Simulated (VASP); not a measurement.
# TiC (Fm-3m) in VASP: settings compared

Aim: see how the results for TiC move with the level of theory and the settings. Levels: RPBE+D4, revPBE+D3(BJ), revPBE+D4. Tasks: relaxation of cell and atoms.

Program: VASP 6.6.1. These are calculated values, not measurements. Logs are shortened: lines on timing, memory, paths and dates and some standing lists are left out, and cuts for length are marked.

## Step 1: The cell of the first run

It takes space group Fm-3m (No. 225, cubic). The conventional cell has a = 4.331 Å, b = 4.331 Å, c = 4.331 Å, α = 90.00°, β = 90.00°, γ = 90.00°. Ti (site symmetry m-3m) has 6 C at 2.17 Å within 2.9 Å. Within 2.9 Å of C (site symmetry m-3m) lie 6 Ti at 2.17 Å.

## Step 2: Relaxation of cell and atoms, RPBE+D4

Contents of INCAR:

```
SYSTEM = TiC
PREC = Accurate
ENCUT = 600
EDIFF = 1E-7
ISMEAR = -1
SIGMA = 0.05
LREAL = .FALSE.
LASPH = .TRUE.
NELM = 100
ALGO = Normal
ISIF = 3
LWAVE = .FALSE.
LCHARG = .FALSE.
GGA = RP
IVDW = 13
IBRION = 2
NSW = 60
EDIFFG = -0.01
```

Contents of KPOINTS:

```
Automatic mesh
0
G
  11 11 11
  0 0 0
```

Contents of POSCAR:

```
TiC
1.0
    0.0000000000      2.1657188437      2.1657188437
    2.1657188437      0.0000000000      2.1657188437
    2.1657188437      2.1657188437      0.0000000000
Ti C
1 1
Direct
    0.0000000000      0.0000000000      0.0000000000
    0.5000000000      0.5000000000      0.5000000000
```

Potentials or basis: VASP PAW PBE potentials, release 64 (Ti_sv, C).

Launch:

```
$ cat potpaw_PBE.64/Ti_sv/POTCAR potpaw_PBE.64/C/POTCAR > POTCAR
$ mpirun -np 1 vasp_std > vasp.out
```

OUTCAR:

```text
SYSTEM = TiC
   PREC = Accurate
   ENCUT = 600
   EDIFF = 1E-7
   ISMEAR = -1
   LREAL = .FALSE.
   LASPH = .TRUE.
   NELM = 100
   ISIF = 3
   GGA = RP
   IVDW = 13
   IBRION = 2
   NSW = 60
   EDIFFG = -0.01

 ion  position               nearest neighbor table
   1  0.000  0.000  0.000-   2 2.17   2 2.17   2 2.17   2 2.17   2 2.17   2 2.17
   2  0.500  0.500  0.500-   1 2.17   1 2.17   1 2.17   1 2.17   1 2.17   1 2.17

  LATTYP: Found a face centered cubic cell.
 ALAT       =     4.3314376874

  Lattice vectors:

 A1 = (   0.0000000000,   2.1657188437,   2.1657188437)
 A2 = (   2.1657188437,   0.0000000000,   2.1657188437)
 A3 = (   2.1657188437,   2.1657188437,   0.0000000000)

Analysis of symmetry for initial positions (statically):
=====================================================================
 Subroutine PRICEL returns:
 Original cell was already a primitive cell.

 Routine SETGRP: Setting up the symmetry group for a
 face centered cubic supercell.

 Subroutine GETGRP returns: Found 48 space group operations
 (whereof 48 operations were pure point group operations)
 out of a pool of 48 trial point group operations.

The static configuration has the point symmetry O_h .

Analysis of symmetry for dynamics (positions and initial velocities):
=====================================================================
 Subroutine PRICEL returns:
 Original cell was already a primitive cell.

 Routine SETGRP: Setting up the symmetry group for a
 face centered cubic supercell.

 Subroutine GETGRP returns: Found 48 space group operations
 (whereof 48 operations were pure point group operations)
 out of a pool of 48 trial point group operations.

The dynamic configuration has the point symmetry O_h .

 Subroutine INISYM returns: Found 48 space group operations
 (whereof 48 operations are pure point group operations),
 and found     1 'primitive' translations

----------------------------------------------------------------------------------------

                                     Primitive cell

  volume of cell :      20.3159

  direct lattice vectors                    reciprocal lattice vectors
     0.000000000  2.165718844  2.165718844    -0.230870227  0.230870227  0.230870227
     2.165718844  0.000000000  2.165718844     0.230870227 -0.230870227  0.230870227
     2.165718844  2.165718844  0.000000000     0.230870227  0.230870227 -0.230870227

  length of vectors
     3.062788961  3.062788961  3.062788961     0.399878962  0.399878962  0.399878962

  position of ions in fractional coordinates (direct lattice)
     0.000000000  0.000000000  0.000000000
     0.500000000  0.500000000  0.500000000

  ion indices of the primitive-cell ions
   primitive index   ion index
                 1           1
                 2           2

----------------------------------------------------------------------------------------

 KPOINTS: Automatic mesh

Automatic generation of k-mesh.
 Grid dimensions read from file:
 generate k-points for:   11   11   11

 Generating k-lattice:

  Cartesian coordinates                     Fractional coordinates (reciprocal lattice)
    -0.020988202  0.020988202  0.020988202     0.090909091  0.000000000  0.000000000
     0.020988202 -0.020988202  0.020988202     0.000000000  0.090909091  0.000000000
     0.020988202  0.020988202 -0.020988202     0.000000000  0.000000000  0.090909091

  Length of vectors
     0.036352633  0.036352633  0.036352633

  Shift w.r.t. Gamma in fractional coordinates (k-lattice)
     0.000000000  0.000000000  0.000000000

 Subroutine IBZKPT returns following result:
 ===========================================

 Found     56 irreducible k-points:

 Following reciprocal coordinates:
            Coordinates               Weight
  0.000000  0.000000  0.000000      1.000000
  0.090909  0.000000  0.000000      8.000000
  0.181818  0.000000  0.000000      8.000000
  0.272727  0.000000  0.000000      8.000000
  0.363636  0.000000  0.000000      8.000000
  0.454545  0.000000  0.000000      8.000000
[... 16 lines left out ...]
 -0.272727  0.181818  0.000000     24.000000
 -0.181818  0.181818  0.000000     12.000000
 [... further k-points ...]
   k-points           NKPTS =     56   k-points in BZ     NKDIM =     56   number of bands    NBANDS=     12
   number of dos      NEDOS =    301   number of ions     NIONS =      2
   total plane-waves  NPLWV =  13824
   dimension x,y,z NGX =    24 NGY =   24 NGZ =   24
   dimension x,y,z NGXF=    48 NGYF=   48 NGZF=   48
   ions per type =               1   1
   NGX,Y,Z   is equivalent  to a cutoff of  13.03, 13.03, 13.03 a.u.
   NGXF,Y,Z  is equivalent  to a cutoff of  26.05, 26.05, 26.05 a.u.
 SYSTEM =  TiC
   PREC   = accura    normal or accurate (medium, high low for compatibility)
   ISTART =      0    job   : 0-new  1-cont  2-samecut
   ICHARG =      2    charge: 1-file 2-atom 10-const
   ISPIN  =      1    spin polarized calculation?
   LNONCOLLINEAR =      F non collinear calculations
   LSORBIT =      F    spin-orbit coupling
   LASPH  =      T    aspherical Exc in radial PAW
   ENCUT  =  600.0 eV  44.10 Ry    6.64 a.u.   6.12  6.12  6.12*2*pi/ulx,y,z
   NELM   =    100;   NELMIN=  2; NELMDL= -5     # of ELM steps
   EDIFF  = 0.1E-06   stopping-criterion for ELM
   LREAL  =      F    real-space projection
   EDIFFG = -.1E-01   stopping-criterion for IOM
   NSW    =     60    number of steps for IOM
   IBRION =      2    ionic relax: 0-MD 1-quasi-New 2-CG
   NFREE  =      1    steps in history (QN), initial steepest desc. (CG)
   ISIF   =      3    stress and relaxation
   ISYM   =      2    0-nonsym 1-usesym 2-fastsym
   POTIM  = 0.5000    time-step for ionic-motion
   TEBEG  =    0.0;   TEEND  =   0.0 temperature during run
   PSTRESS=    0.0 pullay stress
   NELECT =      16.0000    total number of electrons
   NUPDOWN=      -1.0000    fix difference up-down
   EMIN   =  10.00;   EMAX   =-10.00  energy-range for DOS
   EFERMI =   0.00;   METHOD = LEGACY
   ISMEAR =    -1;   SIGMA  =   0.05  broadening in eV -4-tet -1-fermi 0-gaus
   EFERMI_NEDOS =   21; number of points for ismear=-14 and -15
   IALGO  =     38    algorithm
   IMIX   =      4    mixing-type and parameters
     AMIX     =   0.40;   BMIX     =  1.00
     AMIX_MAG =   1.60;   BMIX_MAG =  1.00
  volume/ion in A,a.u.               =      10.16        68.55
  Fermi-wavevector in a.u.,A,eV,Ry     =   1.511829  2.856943 31.097854  2.285628
  Thomas-Fermi vector in A             =   2.621834
   LORBIT       =      0    0 simple, 1 ext, 2 COOP (PROOUT), +10 PAW based schemes
   GGA     = RP    functional components
   LHFCALC =     F    Hartree Fock is set to
   AEXX    =    0.0000 exact exchange contribution
   IVDW    =    13    specifies the selected vdW correction
   LEPSILON=     F    determine dielectric tensor
   LRPA    =     F    only Hartree local field effects (RPA)
 conjugate gradient relaxation of ions
 non-spin polarized calculation
  energy-cutoff  :      600.00
  volume of cell :       20.32
 maximum number of plane-waves:       690
   NGX = 13   NGY = 13   NGZ = 13

--------------------------------------- Ionic step        1  -------------------------------------------

 number of electron      16.0000000 magnetization

 Free energy of the ion-electron system (eV)
  ---------------------------------------------------
  ext. energy  EPLUGINS =         0.00000000
  ---------------------------------------------------
  free energy    TOTEN  =       -17.80052410 eV

  energy without entropy =      -17.79818064  energy(sigma->0) =      -17.79935237

------------------------ aborting loop because EDIFF is reached ----------------------------------------

  DFT-D4 for vdW energy calculation

  Edisp (eV):   -1.13765

  FORCE on cell =-STRESS in cart. coord.  units (eV):
  Direction    XX          YY          ZZ          XY          YZ          ZX
  --------------------------------------------------------------------------------------
  -------------------------------------------------------------------------------------
  Total      -0.72894    -0.72894    -0.72894     0.00000     0.00000     0.00000
  in kB     -57.48676   -57.48676   -57.48676     0.00000     0.00000     0.00000
  external pressure =      -57.49 kB  Pullay stress =        0.00 kB
[... 21 lines left out ...]
  energy  without entropy=      -18.9358292866  energy(sigma->0) =      -18.93700102

--------------------------------------- Ionic step        2  -------------------------------------------

 number of electron      16.0000003 magnetization

 E-fermi :  10.2381     XC(G=0): -12.8836

 val. band max:       10.1285316481   @ k =   0.4545   0.4545   0.0000
 cond. band min:      10.3166932025   @ k =   0.0909   0.0000   0.0000
 fundamental gap:      0.1881615544
 Fermi energy:        10.2381039472

 k-point     1 :       0.0000    0.0000    0.0000
  band No.  band energies     occupation
      1     -46.4112      2.00000
      2     -22.3358      2.00000
      3     -22.3358      2.00000
      4     -22.3358      2.00000
      5      -2.5472      2.00000
      6      10.8935      0.00000
      7      10.8935      0.00000
      8      10.8935      0.00000
      9      11.9127      0.00000
     10      11.9127      0.00000
     11      11.9127      0.00000
     12      11.9866      0.00000
[... 382 lines left out ...]
  energy  without entropy=      -18.9305224303  energy(sigma->0) =      -18.93171086

--------------------------------------- Ionic step        3  -------------------------------------------

 number of electron      16.0000003 magnetization

 Free energy of the ion-electron system (eV)
  ---------------------------------------------------
  ext. energy  EPLUGINS =         0.00000000
  ---------------------------------------------------
  free energy    TOTEN  =       -17.77695131 eV

  energy without entropy =      -17.77461502  energy(sigma->0) =      -17.77578317

 E-fermi :   9.8763     XC(G=0): -12.7263

 val. band max:        9.7453180822   @ k =   0.4545   0.4545   0.0000
 cond. band min:       9.9621134220   @ k =   0.0909   0.0000   0.0000
 fundamental gap:      0.2167953398
 Fermi energy:         9.8763038791

 k-point     1 :       0.0000    0.0000    0.0000
  band No.  band energies     occupation
      1     -46.8569      2.00000
      2     -22.7993      2.00000
      3     -22.7993      2.00000
      4     -22.7993      2.00000
      5      -2.7667      2.00000
      6      10.5266      0.00000
      7      10.5266      0.00000
      8      10.5266      0.00000
      9      11.5155      0.00000
     10      11.5155      0.00000
     11      11.5155      0.00000
     12      11.5640      0.00000
[... 378 lines left out ...]
  FREE ENERGIE OF THE ION-ELECTRON SYSTEM (eV)
  ---------------------------------------------------
  free  energy   TOTEN  =       -18.9468728300 eV

  energy  without entropy=      -18.9445365399  energy(sigma->0) =      -18.94570468

 reached required accuracy - stopping structural energy minimisation
```

It took 21 s on 1 thread of Intel Xeon 6975P-C (Granite Rapids), shared host; peak memory 0.14 GiB.

What came out:

| Quantity | Value |
| --- | --- |
| Free energy | -18.9469 eV |
| Relaxed volume | 9.92 Å³/atom |
| Relaxed cell | a = 3.039 Å, b = 3.039 Å, c = 3.039 Å, α = 60.00°, β = 60.00°, γ = 60.00° |
| Space group after relaxing (to 0.05 Å) | Fm-3m (No. 225) |
| Energy gained by relaxing | 4.4 meV/atom |
| Ionic steps | 3 |
| Pressure after relaxing | 0.0 GPa |
| Band gap on the k mesh | zero (band 8 reaches 10.53 eV, above the bottom of band 9 at 9.39 eV) |
| Dispersion energy per atom | -0.585 eV |

The path:
```
step  energy change (eV)  largest force (eV/Å)  pressure (GPa)  volume (Å³)
   1              0.0000                0.0000           -5.75        20.32
   2              0.0053                0.0000            7.96        19.26
   3             -0.0087                0.0000           -0.01        19.84
```

Final structure:
```xyz
2
Lattice="0.0000 2.1488 2.1488 2.1488 0.0000 2.1488 2.1488 2.1488 0.0000" Properties=species:S:1:pos:R:3 pbc="T T T"
Ti    0.0000    0.0000    0.0000
C     2.1488    2.1488    2.1488
```

Caveat: the PAW data sets were made with another functional, which shifts forces and pressure a little; pairwise dispersion overbinds metals, which lowers pressure and volume.

## Step 3: Relaxation of cell and atoms, revPBE+D3(BJ)

Contents of INCAR:

```
PREC = Accurate
ENCUT = 600
EDIFF = 1E-6
ISMEAR = -1
SIGMA = 0.05
LREAL = False
LASPH = True
NELM = 100
ALGO = Normal
ISIF = 3
LWAVE = False
LCHARG = False
GGA = RE
IVDW = 12
IBRION = 2
NSW = 60
EDIFFG = -0.01
```

Contents of KPOINTS:

```
Automatic mesh
0
Gamma
  11 11 11
```

POSCAR is that of step 2.

Potentials or basis: VASP PAW PBE potentials, release 64 (Ti_sv, C).

Launch:

```
$ cat potpaw_PBE.64/Ti_sv/POTCAR potpaw_PBE.64/C/POTCAR > POTCAR
$ mpirun -np 1 vasp_std > vasp.out
```

Wall time 17 s (1 thread of Intel Xeon 6975P-C (Granite Rapids), shared host); peak memory 0.17 GiB.

The run converged. Its results:

```
Free energy                            : -19.6997 eV
Relaxed volume                         : 9.74 Å³/atom
Relaxed cell                           : a = 3.020 Å, b = 3.020 Å, c = 3.020 Å, α = 60.00°, β = 60.00°, γ = 60.00°
Space group after relaxing (to 0.05 Å) : Fm-3m (No. 225)
Energy gained by relaxing              : 14.3 meV/atom
Ionic steps                            : 3
Pressure after relaxing                : -0.1 GPa
Band gap on the k mesh                 : zero (band 8 reaches 10.72 eV, above the bottom of band 9 at 9.58 eV)
Dispersion energy per atom             : -0.891 eV
```

Step by step:
| step | energy change (eV) | largest force (eV/Å) | pressure (GPa) | volume (Å³) |
| --- | --- | --- | --- | --- |
| 1 | 0.0000 | 0.0000 | -10.47 | 20.32 |
| 2 | 0.0228 | 0.0000 | 16.50 | 18.43 |
| 3 | -0.0286 | 0.0000 | -0.11 | 19.48 |

Final structure:
```xyz
2
Lattice="0.0000 2.1357 2.1357 2.1357 0.0000 2.1357 2.1357 2.1357 0.0000" Properties=species:S:1:pos:R:3 pbc="T T T"
Ti    0.0000    0.0000    0.0000
C     2.1357    2.1357    2.1357
```

Levels at points of the mesh, in eV from the Fermi level:
| k point | band 5 | band 6 | band 7 | band 8 | band 9 | band 10 | band 11 | band 12 |
| --- | --- | --- | --- | --- | --- | --- | --- | --- |
| (0.00, 0.00, 0.00) | -12.71 | 0.65 | 0.65 | 0.65 | 1.66 | 1.66 | 1.66 | 1.73 |

Caveat: the PAW data sets were made with another functional, which shifts forces and pressure a little; pairwise dispersion overbinds metals, which lowers pressure and volume.

## Step 4: Relaxation of cell and atoms, revPBE+D4

Contents of INCAR:

```
PREC = Accurate ; ENCUT = 600
EDIFF = 1E-6 ; ISMEAR = -1
SIGMA = 0.05 ; LREAL = F
LASPH = T ; NELM = 100
ALGO = Normal ; ISIF = 3
LWAVE = F ; LCHARG = F
GGA = RE ; IVDW = 13
IBRION = 2 ; NSW = 60
EDIFFG = -0.01
```

Contents of KPOINTS:

```
regular mesh
0
Gamma
  11 11 11
```

POSCAR is that of step 3.

Launch:

```
$ cat potpaw_PBE.64/Ti_sv/POTCAR potpaw_PBE.64/C/POTCAR > POTCAR
$ mpirun -np 1 vasp_std > vasp.out
```

It took 18 s on 1 thread of Intel Xeon 6975P-C (Granite Rapids), shared host; peak memory 0.15 GiB.

It converged, with:

- Free energy: -19.0010 eV
- Relaxed volume: 9.91 Å³/atom
- Relaxed cell: a = 3.038 Å, b = 3.038 Å, c = 3.038 Å, α = 60.00°, β = 60.00°, γ = 60.00°
- Space group after relaxing (to 0.05 Å): Fm-3m (No. 225)
- Energy gained by relaxing: 4.8 meV/atom
- Ionic steps: 3
- Pressure after relaxing: 0.0 GPa
- Band gap on the k mesh: zero (band 8 reaches 10.50 eV, above the bottom of band 9 at 9.38 eV)
- Dispersion energy per atom: -0.528 eV

The path:
```tsv
step	energy change (eV)	largest force (eV/Å)	pressure (GPa)	volume (Å³)
1	0.0000	0.0000	-6.04	20.32
2	0.0063	0.0000	8.53	19.21
3	-0.0095	0.0000	-0.02	19.83
```

Final structure:
```
CELL_PARAMETERS angstrom
0.00000 2.14814 2.14814
2.14814 0.00000 2.14814
2.14814 2.14814 0.00000
ATOMIC_POSITIONS crystal
Ti 0.00000 0.00000 0.00000
C 0.50000 0.50000 0.50000
```

Levels at points of the mesh, in eV from the Fermi level:
```tsv
k point	band 6	band 7	band 8	band 9	band 10	band 11
(0.00, 0.00, 0.00)	0.65	0.65	0.65	1.64	1.64	1.64
```

Caveat: the PAW data sets were made with another functional, which shifts forces and pressure a little; pairwise dispersion overbinds metals, which lowers pressure and volume.

## Step 5: Overview

| level | gap on the mesh (eV) | pressure (GPa) | relaxed volume (Å³/atom) |
| --- | --- | --- | --- |
| RPBE+D4 | none | 0.0 | 9.92 |
| revPBE+D3(BJ) | none | -0.1 | 9.74 |
| revPBE+D4 | none | 0.0 | 9.91 |

Alike in all rows: task relaxation of cell and atoms; potentials or basis VASP PAW PBE potentials, release 64 (Ti_sv, C); no spin polarisation; cell relaxed; k mesh 11 × 11 × 11; cutoff (eV) 600; smearing fermi-dirac 0.05 eV.

Caveats: the PAW data sets were made with another functional, which shifts forces and pressure a little; pairwise dispersion overbinds metals, which lowers pressure and volume.

Absolute energies hang on the potentials; compare differences alone.
